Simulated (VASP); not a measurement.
# CdF2 (Fm-3m) in VASP: settings compared

Aim: see how the results for CdF2 move with the level of theory and the settings. Levels: PBE, RPBE+D3(BJ). Tasks: single point.

Everything below comes from runs of VASP 6.6.1. Logs are shortened: lines on timing, memory, paths and dates and some standing lists are left out, and cuts for length are marked.

### 1 The cell of the first run

It takes space group Fm-3m (No. 225, cubic). The conventional cell has a = 5.388 Å, b = 5.388 Å, c = 5.388 Å, α = 90.00°, β = 90.00°, γ = 90.00°. Cd (site symmetry m-3m) has 8 F at 2.33 Å within 3.1 Å. Within 3.1 Å of F (site symmetry -43m) lie 4 Cd at 2.33 Å and 6 F at 2.69 Å.

### 2 Single point, PBE

Input file INCAR:

```
SYSTEM = CdF2
PREC = Accurate
ENCUT = 520
EDIFF = 1E-6
ISMEAR = 0
SIGMA = 0.05
LREAL = .False.
LASPH = .True.
NELM = 100
ALGO = Normal
ISIF = 2
LWAVE = .False.
LCHARG = .True.
GGA = PE
LELF = .True.
LVHAR = .True.
NBANDS = 20
```

Input file KPOINTS:

```
Automatic mesh
0
Gamma
  9 9 9
  0 0 0
```

Input file POSCAR:

```
CdF2
1.0
    0.0000000000      2.6940000000      2.6940000000
    2.6940000000      0.0000000000      2.6940000000
    2.6940000000      2.6940000000      0.0000000000
Cd F
1 2
Direct
    0.0000000000      0.0000000000      0.0000000000
    0.7500000000      0.7500000000      0.7500000000
    0.2500000000      0.2500000000      0.2500000000
```

Potentials or basis: VASP PAW PBE potentials, release 64 (Cd, F).

Launch:

```bash
> cat potpaw_PBE.64/Cd/POTCAR potpaw_PBE.64/F/POTCAR > POTCAR
> mpirun -np 1 vasp_std > vasp.out
```

OUTCAR:

```text
SYSTEM = CdF2
   PREC = Accurate
   ENCUT = 520
   EDIFF = 1E-6
   ISMEAR = 0
   LREAL = .False.
   LASPH = .True.
   NELM = 100
   ISIF = 2
   GGA = PE

 ion  position               nearest neighbor table
   1  0.000  0.000  0.000-   2 2.33   2 2.33   2 2.33   2 2.33   3 2.33   3 2.33   3 2.33   3 2.33

   2  0.750  0.750  0.750-   1 2.33   1 2.33   1 2.33   1 2.33
   3  0.250  0.250  0.250-   1 2.33   1 2.33   1 2.33   1 2.33

  LATTYP: Found a face centered cubic cell.
 ALAT       =     5.3880000000

  Lattice vectors:

 A1 = (   0.0000000000,   2.6940000000,   2.6940000000)
 A2 = (   2.6940000000,   0.0000000000,   2.6940000000)
 A3 = (   2.6940000000,   2.6940000000,   0.0000000000)

Analysis of symmetry for initial positions (statically):
=====================================================================
 Subroutine PRICEL returns:
 Original cell was already a primitive cell.

 Routine SETGRP: Setting up the symmetry group for a
 face centered cubic supercell.

 Subroutine GETGRP returns: Found 48 space group operations
[... 9 lines left out ...]

 Routine SETGRP: Setting up the symmetry group for a
 face centered cubic supercell.

 Subroutine GETGRP returns: Found 48 space group operations
[... 11 lines left out ...]
                                     Primitive cell

  volume of cell :      39.1041

  direct lattice vectors                    reciprocal lattice vectors
     0.000000000  2.694000000  2.694000000    -0.185597624  0.185597624  0.185597624
     2.694000000  0.000000000  2.694000000     0.185597624 -0.185597624  0.185597624
     2.694000000  2.694000000  0.000000000     0.185597624  0.185597624 -0.185597624

  length of vectors
     3.809891337  3.809891337  3.809891337     0.321464515  0.321464515  0.321464515

  position of ions in fractional coordinates (direct lattice)
     0.000000000  0.000000000  0.000000000
     0.750000000  0.750000000  0.750000000
     0.250000000  0.250000000  0.250000000

  ion indices of the primitive-cell ions
   primitive index   ion index
                 1           1
                 2           2
                 3           3

----------------------------------------------------------------------------------------

 KPOINTS: Automatic mesh

Automatic generation of k-mesh.
 Grid dimensions read from file:
 generate k-points for:    9    9    9

 Generating k-lattice:

  Cartesian coordinates                     Fractional coordinates (reciprocal lattice)
    -0.020621958  0.020621958  0.020621958     0.111111111  0.000000000  0.000000000
     0.020621958 -0.020621958  0.020621958     0.000000000  0.111111111  0.000000000
     0.020621958  0.020621958 -0.020621958     0.000000000  0.000000000  0.111111111

  Length of vectors
     0.035718279  0.035718279  0.035718279

  Shift w.r.t. Gamma in fractional coordinates (k-lattice)
     0.000000000  0.000000000  0.000000000

 Subroutine IBZKPT returns following result:
 ===========================================

 Found     35 irreducible k-points:

 Following reciprocal coordinates:
            Coordinates               Weight
  0.000000  0.000000  0.000000      1.000000
  0.111111  0.000000  0.000000      8.000000
  0.222222  0.000000  0.000000      8.000000
  0.333333  0.000000  0.000000      8.000000
  0.444444  0.000000  0.000000      8.000000
  0.111111  0.111111  0.000000      6.000000
[... 16 lines left out ...]
 -0.333333  0.333333  0.000000     12.000000
  0.444444  0.444444  0.000000      6.000000
 [... further k-points ...]
   k-points           NKPTS =     35   k-points in BZ     NKDIM =     35   number of bands    NBANDS=     20
   number of dos      NEDOS =    301   number of ions     NIONS =      3
   total plane-waves  NPLWV =  21952
   dimension x,y,z NGX =    28 NGY =   28 NGZ =   28
   dimension x,y,z NGXF=    56 NGYF=   56 NGZF=   56
   ions per type =               1   2
   NGX,Y,Z   is equivalent  to a cutoff of  12.22, 12.22, 12.22 a.u.
   NGXF,Y,Z  is equivalent  to a cutoff of  24.44, 24.44, 24.44 a.u.
 SYSTEM =  CdF2
   PREC   = accura    normal or accurate (medium, high low for compatibility)
   ISTART =      0    job   : 0-new  1-cont  2-samecut
   ICHARG =      2    charge: 1-file 2-atom 10-const
   ISPIN  =      1    spin polarized calculation?
   LNONCOLLINEAR =      F non collinear calculations
   LSORBIT =      F    spin-orbit coupling
   LASPH  =      T    aspherical Exc in radial PAW
   ENCUT  =  520.0 eV  38.22 Ry    6.18 a.u.   7.08  7.08  7.08*2*pi/ulx,y,z
   NELM   =    100;   NELMIN=  2; NELMDL= -5     # of ELM steps
   EDIFF  = 0.1E-05   stopping-criterion for ELM
   LREAL  =      F    real-space projection
   EDIFFG = 0.1E-04   stopping-criterion for IOM
   NSW    =      0    number of steps for IOM
   IBRION =     -1    ionic relax: 0-MD 1-quasi-New 2-CG
   NFREE  =      0    steps in history (QN), initial steepest desc. (CG)
   ISIF   =      2    stress and relaxation
   ISYM   =      2    0-nonsym 1-usesym 2-fastsym
   POTIM  = 0.5000    time-step for ionic-motion
   TEBEG  =    0.0;   TEEND  =   0.0 temperature during run
   PSTRESS=    0.0 pullay stress
   NELECT =      26.0000    total number of electrons
   NUPDOWN=      -1.0000    fix difference up-down
   EMIN   =  10.00;   EMAX   =-10.00  energy-range for DOS
   EFERMI =   0.00;   METHOD = LEGACY
   ISMEAR =     0;   SIGMA  =   0.05  broadening in eV -4-tet -1-fermi 0-gaus
   EFERMI_NEDOS =   21; number of points for ismear=-14 and -15
   IALGO  =     38    algorithm
   IMIX   =      4    mixing-type and parameters
     AMIX     =   0.40;   BMIX     =  1.00
     AMIX_MAG =   1.60;   BMIX_MAG =  1.00
  volume/ion in A,a.u.               =      13.03        87.96
  Fermi-wavevector in a.u.,A,eV,Ry     =   1.428867  2.700166 27.778468  2.041660
  Thomas-Fermi vector in A             =   2.548882
   LORBIT       =      0    0 simple, 1 ext, 2 COOP (PROOUT), +10 PAW based schemes
   GGA     = PE    functional components
   LHFCALC =     F    Hartree Fock is set to
   AEXX    =    0.0000 exact exchange contribution
   IVDW    =     0    specifies the selected vdW correction
   LEPSILON=     F    determine dielectric tensor
   LRPA    =     F    only Hartree local field effects (RPA)
 non-spin polarized calculation
 Gauss-broadening in eV      SIGMA  =   0.05
  energy-cutoff  :      520.00
  volume of cell :       39.10
 maximum number of plane-waves:      1067
   NGX = 15   NGY = 15   NGZ = 15

 number of electron      25.9999990 magnetization

 Free energy of the ion-electron system (eV)
  ---------------------------------------------------
  ext. energy  EPLUGINS =         0.00000000
  ---------------------------------------------------
  free energy    TOTEN  =       -10.85931704 eV

  energy without entropy =      -10.85931704  energy(sigma->0) =      -10.85931704

 E-fermi :  -1.1287     XC(G=0): -10.4121

 val. band max:       -1.3402559582   @ k =  -0.3333   0.4444   0.2222
 cond. band min:       1.7564545245   @ k =   0.0000   0.0000   0.0000
 fundamental gap:      3.0967104827
 Fermi energy:        -1.1286691618

 k-point     1 :       0.0000    0.0000    0.0000
  band No.  band energies     occupation
      1     -22.1168      2.00000
      2     -21.0120      2.00000
      3      -6.9269      2.00000
      4      -6.9269      2.00000
      5      -6.9269      2.00000
      6      -5.7193      2.00000
[... 12 lines left out ...]
     19      18.5864      0.00000
     20      18.5864      0.00000

 k-point     2 :       0.1111    0.0000    0.0000
  band No.  band energies     occupation
      1     -22.0768      2.00000
      2     -21.0464      2.00000
      3      -6.8797      2.00000
      4      -6.8797      2.00000
      5      -6.7952      2.00000
      6      -5.7340      2.00000
[... 12 lines left out ...]
     19      18.2583      0.00000
     20      18.2583      0.00000

 k-point     3 :       0.2222    0.0000    0.0000
  band No.  band energies     occupation
      1     -21.9680      2.00000
      2     -21.1437      2.00000
      3      -6.7640      2.00000
      4      -6.7640      2.00000
      5      -6.4327      2.00000
      6      -5.7528      2.00000
[... 12 lines left out ...]
     19      17.6597      0.00000
     20      18.2219      0.00000

 k-point     4 :       0.3333    0.0000    0.0000
  band No.  band energies     occupation
      1     -21.8118      2.00000
      2     -21.2844      2.00000
      3      -6.6494      2.00000
      4      -6.6494      2.00000
      5      -5.9401      2.00000
      6      -5.7245      2.00000
[... 12 lines left out ...]
     19      17.1721      0.00000
     20      18.0078      0.00000

 k-point     5 :       0.4444    0.0000    0.0000
  band No.  band energies     occupation
      1     -21.6386      2.00000
      2     -21.4451      2.00000
      3      -6.5932      2.00000
      4      -6.5932      2.00000
      5      -5.6609      2.00000
      6      -5.6609      2.00000
[... 12 lines left out ...]
     19      16.9092      0.00000
     20      17.5234      0.00000

 k-point     6 :       0.1111    0.1111    0.0000
  band No.  band energies     occupation
      1     -22.0648      2.00000
      2     -21.0567      2.00000
      3      -6.8580      2.00000
      4      -6.8580      2.00000
      5      -6.7602      2.00000
      6      -5.7820      2.00000
[... 12 lines left out ...]
     19      18.1520      0.00000
     20      18.7050      0.00000

 k-point     7 :       0.2222    0.1111    0.0000
  band No.  band energies     occupation
      1     -21.9811      2.00000
      2     -21.1302      2.00000
      3      -6.7556      2.00000
      4      -6.7553      2.00000
      5      -6.4852      2.00000
      6      -5.8509      2.00000
[... 12 lines left out ...]
     19      18.5021      0.00000
     20      19.1569      0.00000
[... 277 lines left out ...]
 k-point    20 :       0.3333    0.3333    0.0000
  band No.  band energies     occupation
      1     -21.7711      2.00000
      2     -21.2946      2.00000
      3      -6.3687      2.00000
      4      -6.3387      2.00000
      5      -6.3387      2.00000
      6      -5.8228      2.00000
[... 12 lines left out ...]
     19      19.0391      0.00000
     20      19.5717      0.00000

 k-point    21 :       0.4444    0.3333    0.0000
  band No.  band energies     occupation
      1     -21.6900      2.00000
      2     -21.3602      2.00000
      3      -6.5156      2.00000
      4      -6.1936      2.00000
      5      -6.1277      2.00000
      6      -5.6296      2.00000
[... 12 lines left out ...]
     19      18.9031      0.00000
     20      19.6504      0.00000

 k-point    22 :      -0.4444    0.3333    0.0000
  band No.  band energies     occupation
      1     -21.6015      2.00000
      2     -21.4414      2.00000
      3      -6.5146      2.00000
      4      -6.1311      2.00000
      5      -5.9044      2.00000
      6      -5.7167      2.00000
[... 12 lines left out ...]
     19      19.3265      0.00000
     20      19.5170      0.00000

 k-point    23 :      -0.3333    0.3333    0.0000
  band No.  band energies     occupation
      1     -21.5347      2.00000
      2     -21.5149      2.00000
      3      -6.4659      2.00000
      4      -6.1837      2.00000
      5      -5.8431      2.00000
      6      -5.7197      2.00000
[... 12 lines left out ...]
     19      18.1552      0.00000
     20      20.4498      0.00000

 k-point    24 :       0.4444    0.4444    0.0000
  band No.  band energies     occupation
      1     -21.6636      2.00000
      2     -21.3739      2.00000
      3      -6.6701      2.00000
      4      -6.0267      2.00000
      5      -6.0267      2.00000
      6      -5.6071      2.00000
[... 12 lines left out ...]
     19      18.2491      0.00000
     20      20.0472      0.00000

 [... further k-points ...]
[... 5 lines left out ...]
  --------------------------------------------------------------------------------------
  -------------------------------------------------------------------------------------
  Total        1.5142989      1.5142989      1.5142989      0.0000000      0.0000000      0.0000000
  in kB       62.0439488     62.0439488     62.0439488      0.0000000      0.0000000      0.0000000
  external PRESSURE =      62.0439488 kB  Pullay stress =       0.0000000 kB

 VOLUME and BASIS-vectors are now :
 -----------------------------------------------------------------------------
  energy-cutoff  :      520.00
  volume of cell :       39.10
      direct lattice vectors                 reciprocal lattice vectors
     0.000000000  2.694000000  2.694000000    -0.185597624  0.185597624  0.185597624
     2.694000000  0.000000000  2.694000000     0.185597624 -0.185597624  0.185597624
     2.694000000  2.694000000  0.000000000     0.185597624  0.185597624 -0.185597624

 POSITION                                       TOTAL-FORCE (eV/Angst)
 -----------------------------------------------------------------------------------
      0.00000      0.00000      0.00000        -0.000000     -0.000000     -0.000000
      4.04100      4.04100      4.04100         0.000000      0.000000     -0.000000
      1.34700      1.34700      1.34700        -0.000000     -0.000000      0.000000
 -----------------------------------------------------------------------------------
    total drift:                                0.000000      0.000000      0.000000

  FREE ENERGIE OF THE ION-ELECTRON SYSTEM (eV)
  ---------------------------------------------------
  free  energy   TOTEN  =       -10.8593170429 eV

  energy  without entropy=      -10.8593170429  energy(sigma->0) =      -10.85931704
```

Run time: 11 s. Hardware: 1 thread of Intel Xeon 6975P-C (Granite Rapids), shared host; peak memory 0.16 GiB.

What came out:

- Free energy: -10.8593 eV
- Pressure: 6.2 GPa
- Band gap on the k mesh: 3.10 eV, indirect (least direct gap 3.57 eV)

Levels at points of the mesh, in eV from the valence-band top:
| k point | band 9 | band 10 | band 11 | band 12 | band 13 | band 14 | band 15 | band 16 | band 17 | band 18 |
| --- | --- | --- | --- | --- | --- | --- | --- | --- | --- | --- |
| (0.00, 0.00, 0.00) | -0.94 | -0.94 | -0.47 | -0.47 | -0.47 | 3.10 | 12.73 | 12.73 | 12.73 | 17.67 |

A k mesh can miss the band edges. Expect the measured gap to be larger: semilocal functionals such as PBE lack the derivative discontinuity.

### 3 Single point, RPBE+D3(BJ)

Input file INCAR:

```
PREC = Accurate
ENCUT = 520
EDIFF = 1E-7
ISMEAR = 0
SIGMA = 0.05
LREAL = F
LASPH = T
NELM = 100
ALGO = Normal
ISIF = 2
LWAVE = F
LCHARG = F
GGA = RP
IVDW = 12
NBANDS = 20
```

Input file KPOINTS:

```
regular mesh
0
Gamma
  9 9 9
```

POSCAR is that of step 2.

Potentials or basis: VASP PAW PBE potentials, release 64 (Cd, F).

Launch:

```bash
> cat potpaw_PBE.64/Cd/POTCAR potpaw_PBE.64/F/POTCAR > POTCAR
> mpirun -np 1 vasp_std > vasp.out
```

OUTCAR:

```text
PREC = Accurate
   ENCUT = 520
   EDIFF = 1E-7
   ISMEAR = 0
   LREAL = F
   LASPH = T
   NELM = 100
   ISIF = 2
   GGA = RP
   IVDW = 12
 IVDW          = 12

 ion  position               nearest neighbor table
   1  0.000  0.000  0.000-   2 2.33   2 2.33   2 2.33   2 2.33   3 2.33   3 2.33   3 2.33   3 2.33

   2  0.750  0.750  0.750-   1 2.33   1 2.33   1 2.33   1 2.33
   3  0.250  0.250  0.250-   1 2.33   1 2.33   1 2.33   1 2.33

  LATTYP: Found a face centered cubic cell.
 ALAT       =     5.3880000000
[... 745 lines left out ...]

 Edisp (eV)   -1.71400

 E8    (eV) :    -0.9252

  FORCE on cell =-STRESS in cart. coord.  units (eV):
  Direction    XX          YY          ZZ          XY          YZ          ZX
  --------------------------------------------------------------------------------------
  -------------------------------------------------------------------------------------
  Total       0.32367     0.32367     0.32367     0.00000     0.00000     0.00000
  in kB      13.26132    13.26132    13.26132     0.00000     0.00000     0.00000
  external pressure =       13.26 kB  Pullay stress =        0.00 kB

 VOLUME and BASIS-vectors are now :
 -----------------------------------------------------------------------------
  energy-cutoff  :      520.00
  volume of cell :       39.10
      direct lattice vectors                 reciprocal lattice vectors
     0.000000000  2.694000000  2.694000000    -0.185597624  0.185597624  0.185597624
     2.694000000  0.000000000  2.694000000     0.185597624 -0.185597624  0.185597624
     2.694000000  2.694000000  0.000000000     0.185597624  0.185597624 -0.185597624

 POSITION                                       TOTAL-FORCE (eV/Angst)
 -----------------------------------------------------------------------------------
      0.00000      0.00000      0.00000         0.000000     -0.000000      0.000000
      4.04100      4.04100      4.04100        -0.000000     -0.000000      0.000000
      1.34700      1.34700      1.34700         0.000000      0.000000     -0.000000
 -----------------------------------------------------------------------------------
    total drift:                                0.000000      0.000000      0.000000

  FREE ENERGIE OF THE ION-ELECTRON SYSTEM (eV)
  ---------------------------------------------------
  free  energy   TOTEN  =       -11.6086812506 eV

  energy  without entropy=      -11.6086812506  energy(sigma->0) =      -11.60868125
```

stdout:

```text
POSCAR found type information on POSCAR CdF
 POSCAR found :  2 types and       3 ions
 scaLAPACK will be used
 -----------------------------------------------------------------------------
|                                                                             |
|                                                                             |
|     You enforced a specific xc type in the INCAR file but a different       |
|     I HOPE YOU KNOW WHAT YOU ARE DOING!                                     |
|                                                                             |
 -----------------------------------------------------------------------------

 LDA part: xc-table for (Slater+PW92), standard interpolation
 POSCAR, INCAR and KPOINTS ok, starting setup
 FFT: planning ... GRIDC
 FFT: planning ... GRID_SOFT
 FFT: planning ... GRID
 WAVECAR not read
 entering main loop
```

Run time: 12 s. Hardware: 1 thread of Intel Xeon 6975P-C (Granite Rapids), shared host; peak memory 0.18 GiB.

What came out:

* Free energy: -11.6087 eV
* Pressure: 1.3 GPa
* Band gap on the k mesh: 3.30 eV, indirect (least direct gap 3.78 eV)
* Dispersion energy per atom: -0.571 eV

Levels at points of the mesh, in eV from the valence-band top:
| k point | band 11 | band 12 | band 13 | band 14 | band 15 | band 16 |
| --- | --- | --- | --- | --- | --- | --- |
| (0.00, 0.00, 0.00) | -0.48 | -0.48 | -0.48 | 3.30 | 12.96 | 12.96 |

Caveat: the PAW data sets were made with another functional, which shifts forces and pressure a little.
